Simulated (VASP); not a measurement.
# KBr (Fm-3m) in VASP: further runs

The runs below take KBr through single point, relaxation of cell and atoms, with PBEsol.

All numbers are computed with VASP 6.6.1; they aren't measurements. Logs are shortened: lines on timing, memory, paths and dates and some standing lists are left out, and cuts for length are marked.

## (1) The cell of the first run

The structure is cubic, space group Fm-3m (No. 225). Conventional cell: a = 6.551 Å, b = 6.551 Å, c = 6.551 Å, α = 90.00°, β = 90.00°, γ = 90.00°. K (site symmetry m-3m) has 6 Br at 3.28 Å within 4.3 Å. Br (site symmetry m-3m) has 6 K at 3.28 Å within 4.3 Å.

## (2) Single point, PBEsol

File INCAR:

```
SYSTEM = KBr
PREC     = Accurate       ! precision mode
ENCUT    = 520            ! plane-wave cutoff, eV
EDIFF    = 1E-6           ! SCF threshold, eV
ISMEAR   = -1             ! smearing method
SIGMA    = 0.02           ! smearing width, eV
LREAL    = .FALSE.        ! projectors in reciprocal space
LASPH    = .TRUE.         ! aspherical terms in the spheres
NELM     = 60             ! most SCF steps
ALGO     = Normal         ! electronic algorithm
ISIF     = 2              ! what is computed and relaxed
LWAVE    = .FALSE.        ! write WAVECAR
LCHARG   = .TRUE.         ! write CHGCAR
GGA      = PS             ! functional
LELF     = .TRUE.         ! ELF
LVHAR    = .TRUE.       
NBANDS   = 15             ! bands
```

File KPOINTS:

```
Automatic mesh
0
G
  7 7 7
  0 0 0
```

File POSCAR:

```
KBr
1.0
    0.0000000000      3.2754495952      3.2754495952
    3.2754495952      0.0000000000      3.2754495952
    3.2754495952      3.2754495952      0.0000000000
K Br
1 1
Direct
    0.0000000000      0.0000000000      0.0000000000
    0.5000000000      0.5000000000      0.5000000000
```

Potentials or basis: VASP PAW PBE potentials, release 64 (K_sv, Br).

The run is started by

```bash
$ cat potpaw_PBE.64/K_sv/POTCAR potpaw_PBE.64/Br/POTCAR > POTCAR
$ mpirun -np 1 vasp_std > vasp.out
```

OUTCAR:

```text
SYSTEM = KBr
   PREC = Accurate
   ENCUT = 520
   EDIFF = 1E-6
   ISMEAR = -1
   LREAL = .FALSE.
   LASPH = .TRUE.
   NELM = 60
   ISIF = 2
   GGA = PS

 ion  position               nearest neighbor table
   1  0.000  0.000  0.000-   2 3.28   2 3.28   2 3.28   2 3.28   2 3.28   2 3.28
   2  0.500  0.500  0.500-   1 3.28   1 3.28   1 3.28   1 3.28   1 3.28   1 3.28

  LATTYP: Found a face centered cubic cell.
 ALAT       =     6.5508991904

  Lattice vectors:

 A1 = (   0.0000000000,   3.2754495952,   3.2754495952)
 A2 = (   3.2754495952,   0.0000000000,   3.2754495952)
 A3 = (   3.2754495952,   3.2754495952,   0.0000000000)

Analysis of symmetry for initial positions (statically):
=====================================================================
 Subroutine PRICEL returns:
 Original cell was already a primitive cell.

 Routine SETGRP: Setting up the symmetry group for a
 face centered cubic supercell.

 Subroutine GETGRP returns: Found 48 space group operations
 (whereof 48 operations were pure point group operations)
 out of a pool of 48 trial point group operations.

The static configuration has the point symmetry O_h .

Analysis of symmetry for dynamics (positions and initial velocities):
=====================================================================
 Subroutine PRICEL returns:
 Original cell was already a primitive cell.

 Routine SETGRP: Setting up the symmetry group for a
 face centered cubic supercell.

 Subroutine GETGRP returns: Found 48 space group operations
 (whereof 48 operations were pure point group operations)
 out of a pool of 48 trial point group operations.

The dynamic configuration has the point symmetry O_h .

 Subroutine INISYM returns: Found 48 space group operations
 (whereof 48 operations are pure point group operations),
 and found     1 'primitive' translations

----------------------------------------------------------------------------------------

                                     Primitive cell

  volume of cell :      70.2818

  direct lattice vectors                    reciprocal lattice vectors
     0.000000000  3.275449595  3.275449595    -0.152650800  0.152650800  0.152650800
     3.275449595  0.000000000  3.275449595     0.152650800 -0.152650800  0.152650800
     3.275449595  3.275449595  0.000000000     0.152650800  0.152650800 -0.152650800

  length of vectors
     4.632185240  4.632185240  4.632185240     0.264398941  0.264398941  0.264398941

  position of ions in fractional coordinates (direct lattice)
     0.000000000  0.000000000  0.000000000
     0.500000000  0.500000000  0.500000000

  ion indices of the primitive-cell ions
   primitive index   ion index
                 1           1
                 2           2

----------------------------------------------------------------------------------------

 KPOINTS: Automatic mesh

Automatic generation of k-mesh.
 Grid dimensions read from file:
 generate k-points for:    7    7    7

 Generating k-lattice:

  Cartesian coordinates                     Fractional coordinates (reciprocal lattice)
    -0.021807257  0.021807257  0.021807257     0.142857143  0.000000000  0.000000000
     0.021807257 -0.021807257  0.021807257     0.000000000  0.142857143  0.000000000
     0.021807257  0.021807257 -0.021807257     0.000000000  0.000000000  0.142857143

  Length of vectors
     0.037771277  0.037771277  0.037771277

  Shift w.r.t. Gamma in fractional coordinates (k-lattice)
     0.000000000  0.000000000  0.000000000

 Subroutine IBZKPT returns following result:
 ===========================================

 Found     20 irreducible k-points:

 Following reciprocal coordinates:
            Coordinates               Weight
  0.000000  0.000000  0.000000      1.000000
  0.142857  0.000000  0.000000      8.000000
  0.285714  0.000000  0.000000      8.000000
  0.428571  0.000000  0.000000      8.000000
  0.142857  0.142857  0.000000      6.000000
  0.285714  0.142857  0.000000     24.000000
[... 12 lines left out ...]
 -0.428571  0.428571  0.142857     24.000000
 -0.285714  0.428571  0.142857     24.000000
   k-points           NKPTS =     20   k-points in BZ     NKDIM =     20   number of bands    NBANDS=     15
   number of dos      NEDOS =    301   number of ions     NIONS =      2
   total plane-waves  NPLWV =  46656
   dimension x,y,z NGX =    36 NGY =   36 NGZ =   36
   dimension x,y,z NGXF=    72 NGYF=   72 NGZF=   72
   ions per type =               1   1
   NGX,Y,Z   is equivalent  to a cutoff of  12.92, 12.92, 12.92 a.u.
   NGXF,Y,Z  is equivalent  to a cutoff of  25.84, 25.84, 25.84 a.u.
 SYSTEM =  KBr
   PREC   = accura    normal or accurate (medium, high low for compatibility)
   ISTART =      0    job   : 0-new  1-cont  2-samecut
   ICHARG =      2    charge: 1-file 2-atom 10-const
   ISPIN  =      1    spin polarized calculation?
   LNONCOLLINEAR =      F non collinear calculations
   LSORBIT =      F    spin-orbit coupling
   LASPH  =      T    aspherical Exc in radial PAW
   ENCUT  =  520.0 eV  38.22 Ry    6.18 a.u.   8.61  8.61  8.61*2*pi/ulx,y,z
   NELM   =     60;   NELMIN=  2; NELMDL= -5     # of ELM steps
   EDIFF  = 0.1E-05   stopping-criterion for ELM
   LREAL  =      F    real-space projection
   EDIFFG = 0.1E-04   stopping-criterion for IOM
   NSW    =      0    number of steps for IOM
   IBRION =     -1    ionic relax: 0-MD 1-quasi-New 2-CG
   NFREE  =      0    steps in history (QN), initial steepest desc. (CG)
   ISIF   =      2    stress and relaxation
   ISYM   =      2    0-nonsym 1-usesym 2-fastsym
   POTIM  = 0.5000    time-step for ionic-motion
   TEBEG  =    0.0;   TEEND  =   0.0 temperature during run
   PSTRESS=    0.0 pullay stress
   NELECT =      16.0000    total number of electrons
   NUPDOWN=      -1.0000    fix difference up-down
   EMIN   =  10.00;   EMAX   =-10.00  energy-range for DOS
   EFERMI =   0.00;   METHOD = LEGACY
   ISMEAR =    -1;   SIGMA  =   0.02  broadening in eV -4-tet -1-fermi 0-gaus
   EFERMI_NEDOS =   21; number of points for ismear=-14 and -15
   IALGO  =     38    algorithm
   IMIX   =      4    mixing-type and parameters
     AMIX     =   0.40;   BMIX     =  1.00
     AMIX_MAG =   1.60;   BMIX_MAG =  1.00
  volume/ion in A,a.u.               =      35.14       237.14
  Fermi-wavevector in a.u.,A,eV,Ry     =   0.999618  1.889003 13.595423  0.999235
  Thomas-Fermi vector in A             =   2.131920
   LORBIT       =      0    0 simple, 1 ext, 2 COOP (PROOUT), +10 PAW based schemes
   GGA     = PS    functional components
   LHFCALC =     F    Hartree Fock is set to
   AEXX    =    0.0000 exact exchange contribution
   IVDW    =     0    specifies the selected vdW correction
   LEPSILON=     F    determine dielectric tensor
   LRPA    =     F    only Hartree local field effects (RPA)
 non-spin polarized calculation
  energy-cutoff  :      520.00
  volume of cell :       70.28
 maximum number of plane-waves:      1917
   NGX = 17   NGY = 17   NGZ = 17

 number of electron      15.9999999 magnetization

 Free energy of the ion-electron system (eV)
  ---------------------------------------------------
  ext. energy  EPLUGINS =         0.00000000
  ---------------------------------------------------
  free energy    TOTEN  =        -6.45988482 eV

  energy without entropy =       -6.45988482  energy(sigma->0) =       -6.45988482

 E-fermi :  -1.2552     XC(G=0):  -7.6399

 val. band max:       -1.7374684835   @ k =   0.0000   0.0000   0.0000
 cond. band min:       2.5963834971   @ k =   0.0000   0.0000   0.0000
 fundamental gap:      4.3338519806
 Fermi energy:        -1.2552023829

 k-point     1 :       0.0000    0.0000    0.0000
  band No.  band energies     occupation
      1     -29.3027      2.00000
      2     -14.0723      2.00000
      3     -12.8474      2.00000
      4     -12.8474      2.00000
      5     -12.8474      2.00000
      6      -1.7375      2.00000
      7      -1.7375      2.00000
      8      -1.7375      2.00000
      9       2.5964      0.00000
     10       5.7915      0.00000
     11       5.7915      0.00000
     12       5.7915      0.00000
     13       6.6452      0.00000
     14       6.6452      0.00000
     15       9.7063      0.00000

 k-point     2 :       0.1429    0.0000    0.0000
  band No.  band energies     occupation
      1     -29.3014      2.00000
      2     -14.1083      2.00000
      3     -12.8486      2.00000
      4     -12.8486      2.00000
      5     -12.7973      2.00000
      6      -2.0415      2.00000
      7      -1.8102      2.00000
      8      -1.8102      2.00000
      9       3.1155      0.00000
     10       5.6592      0.00000
     11       6.0396      0.00000
     12       6.0396      0.00000
     13       6.9222      0.00000
     14       6.9222      0.00000
     15      10.4551      0.00000

 k-point     3 :       0.2857    0.0000    0.0000
  band No.  band energies     occupation
      1     -29.2986      2.00000
      2     -14.1809      2.00000
      3     -12.8512      2.00000
      4     -12.8512      2.00000
      5     -12.6923      2.00000
      6      -2.5865      2.00000
      7      -1.9647      2.00000
      8      -1.9647      2.00000
      9       4.1172      0.00000
     10       5.7475      0.00000
     11       6.7204      0.00000
     12       6.7204      0.00000
     13       7.6646      0.00000
     14       7.6646      0.00000
     15      10.2250      0.00000

 k-point     4 :       0.4286    0.0000    0.0000
  band No.  band energies     occupation
      1     -29.2963      2.00000
      2     -14.2328      2.00000
      3     -12.8532      2.00000
      4     -12.8532      2.00000
      5     -12.6140      2.00000
      6      -2.9441      2.00000
      7      -2.0807      2.00000
      8      -2.0807      2.00000
      9       4.6800      0.00000
     10       6.3415      0.00000
     11       7.6832      0.00000
     12       7.6832      0.00000
     13       8.3686      0.00000
     14       8.3686      0.00000
     15       9.3704      0.00000
[... 235 lines left out ...]
 k-point    18 :      -0.4286    0.2857    0.1429
  band No.  band energies     occupation
      1     -29.2950      2.00000
      2     -14.1373      2.00000
      3     -12.8937      2.00000
      4     -12.8739      2.00000
      5     -12.7077      2.00000
      6      -2.6982      2.00000
      7      -2.2311      2.00000
      8      -2.1242      2.00000
      9       5.1844      0.00000
     10       5.7674      0.00000
     11       6.9482      0.00000
     12       7.7457      0.00000
     13       8.2812      0.00000
     14       8.6368      0.00000
     15       9.3931      0.00000

 k-point    19 :      -0.4286    0.4286    0.1429
  band No.  band energies     occupation
      1     -29.2944      2.00000
      2     -14.0485      2.00000
      3     -12.9182      2.00000
      4     -12.8980      2.00000
      5     -12.7943      2.00000
      6      -2.5606      2.00000
      7      -2.1726      2.00000
      8      -2.1573      2.00000
      9       4.5970      0.00000
     10       5.8306      0.00000
     11       6.8301      0.00000
     12       7.8633      0.00000
     13       8.0585      0.00000
     14       8.9323      0.00000
     15       9.4284      0.00000

 k-point    20 :      -0.2857    0.4286    0.1429
  band No.  band energies     occupation
      1     -29.2942      2.00000
      2     -14.0748      2.00000
      3     -12.9241      2.00000
      4     -12.8970      2.00000
      5     -12.7510      2.00000
      6      -2.4544      2.00000
      7      -2.3986      2.00000
      8      -2.1827      2.00000
      9       5.2133      0.00000
     10       5.9688      0.00000
     11       6.5944      0.00000
     12       7.3160      0.00000
     13       8.7642      0.00000
     14       8.7940      0.00000
     15       9.6153      0.00000

------------------------ aborting loop because EDIFF is reached ----------------------------------------

  FORCE on cell =-STRESS in cart. coord.  units (eV):
  Direction    XX          YY          ZZ          XY          YZ          ZX
  --------------------------------------------------------------------------------------
  -------------------------------------------------------------------------------------
  Total        0.0224570      0.0224570      0.0224570      0.0000000      0.0000000      0.0000000
  in kB        0.5119405      0.5119405      0.5119405      0.0000000      0.0000000      0.0000000
  external PRESSURE =       0.5119405 kB  Pullay stress =       0.0000000 kB

 VOLUME and BASIS-vectors are now :
 -----------------------------------------------------------------------------
  energy-cutoff  :      520.00
  volume of cell :       70.28
      direct lattice vectors                 reciprocal lattice vectors
     0.000000000  3.275449595  3.275449595    -0.152650800  0.152650800  0.152650800
     3.275449595  0.000000000  3.275449595     0.152650800 -0.152650800  0.152650800
     3.275449595  3.275449595  0.000000000     0.152650800  0.152650800 -0.152650800

 POSITION                                       TOTAL-FORCE (eV/Angst)
 -----------------------------------------------------------------------------------
      0.00000      0.00000      0.00000         0.000000      0.000000      0.000000
      3.27545      3.27545      3.27545        -0.000000     -0.000000     -0.000000
 -----------------------------------------------------------------------------------
    total drift:                                0.000000      0.000000      0.000000

  FREE ENERGIE OF THE ION-ELECTRON SYSTEM (eV)
  ---------------------------------------------------
  free  energy   TOTEN  =        -6.4598848195 eV

  energy  without entropy=       -6.4598848195  energy(sigma->0) =       -6.45988482
```

Run time: 21 s. Hardware: 1 thread of Intel Xeon 6975P-C, shared host; peak memory 0.2 GiB.

What came out:

| Item | Value |
| --- | --- |
| Free energy | -6.4599 eV |
| Pressure | 0.1 GPa |
| Band gap on the k mesh | 4.33 eV, direct |

Caveat: the PAW data sets were made with another functional, which shifts forces and pressure a little.

## (3) Relaxation of cell and atoms, PBEsol

This run uses another cell than the first one, of 37.37 Å³/atom, 1.064 times its volume.

File INCAR:

```
PREC = Accurate
ENCUT = 600
EDIFF = 1E-6
ISMEAR = -1
SIGMA = 0.02
LREAL = False
LASPH = True
NELM = 60
ALGO = Normal
ISIF = 3
LWAVE = False
LCHARG = False
GGA = PS
IBRION = 2
NSW = 100
EDIFFG = -0.005
```

File KPOINTS:

```
regular mesh
0
Gamma
  7 7 7
```

File POSCAR:

```
KBr
1.0
    0.0000000000      3.3434260326      3.3434260326
    3.3434260326      0.0000000000      3.3434260326
    3.3434260326      3.3434260326      0.0000000000
K Br
1 1
Direct
    0.0000000000      0.0000000000      0.0000000000
    0.5000000000      0.5000000000      0.5000000000
```

Potentials or basis: VASP PAW PBE potentials, release 64 (K_sv, Br).

The run is started by

```bash
$ cat potpaw_PBE.64/K_sv/POTCAR potpaw_PBE.64/Br/POTCAR > POTCAR
$ mpirun -np 1 vasp_std > vasp.out
```

Run time: 84 s. Hardware: 1 thread of Intel Xeon 6975P-C, shared host; peak memory 0.26 GiB.

The run converged. Its results:

| Quantity | Value |
| --- | --- |
| Free energy | -6.4601 eV |
| Relaxed volume | 35.27 Å³/atom |
| Relaxed cell | a = 4.638 Å, b = 4.638 Å, c = 4.638 Å, α = 60.00°, β = 60.00°, γ = 60.00° |
| Space group after relaxing (to 0.05 Å) | Fm-3m (No. 225) |
| Energy gained by relaxing | 5.4 meV/atom |
| Ionic steps | 4 |
| Pressure after relaxing | 0.0 GPa |
| Band gap on the k mesh | 4.32 eV, direct |

The path:
```
step  energy change (eV)  largest force (eV/Å)  pressure (GPa)  volume (Å³)
   1              0.0000                0.0000           -0.77        74.75
   2             -0.0074                0.0000           -0.45        72.82
   3             -0.0106                0.0000           -0.09        71.00
   4             -0.0108                0.0000            0.00        70.55
```

Final structure:
```xyz
2
Lattice="0.0000 3.2796 3.2796 3.2796 0.0000 3.2796 3.2796 3.2796 0.0000" Properties=species:S:1:pos:R:3 pbc="T T T"
K     6.5591    3.2796    3.2796
Br    3.2796    3.2796    3.2796
```

Levels at points of the mesh, in eV from the valence-band top:
```
           k point  band 6  band 7  band 8  band 9  band 10  band 11
(0.00, 0.00, 0.00)    0.00    0.00    0.00    4.32     7.53     7.53
```

Caveat: the PAW data sets were made with another functional, which shifts forces and pressure a little. PBEsol gaps usually lie below the measured ones, often by a third to a half.
